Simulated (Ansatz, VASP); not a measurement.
One calculation of SnSe, two programs

```
Sn Se
1.0
     0.00000    3.01000    3.01000
     3.01000    0.00000    3.01000
     3.01000    3.01000    0.00000
Sn Se
1 1
Direct
  0.00000 0.00000 0.00000
  0.50000 0.50000 0.50000
```

Alike in both runs: task single point; functional r2SCAN; k mesh 4 × 4 × 4; no spin polarisation.

```csv
,VASP,Ansatz
version,VASP 6.6.1,Ansatz 0.2.0
potentials or method,"VASP PAW PBE potentials, release 64 (Sn_d, Se)","plane waves, PAW"
plane-wave cutoff (eV),550,500
occupations,"gaussian, width 0.01 eV",fixed
valence electrons in the cell,20,30
```

|  | VASP | Ansatz | Ansatz less VASP |
| --- | --- | --- | --- |
| gap on the k mesh at the Fermi level (eV) | 0.45 | 0.45 | 0.000 |

VASP's potentials were made for PBE, not for r2SCAN. VASP's potentials hold 20 valence electrons a cell and Ansatz's 30, so a difference there can come from the potentials and not from the codes.

The k mesh is coarse, so the values compare programs but aren't converged.
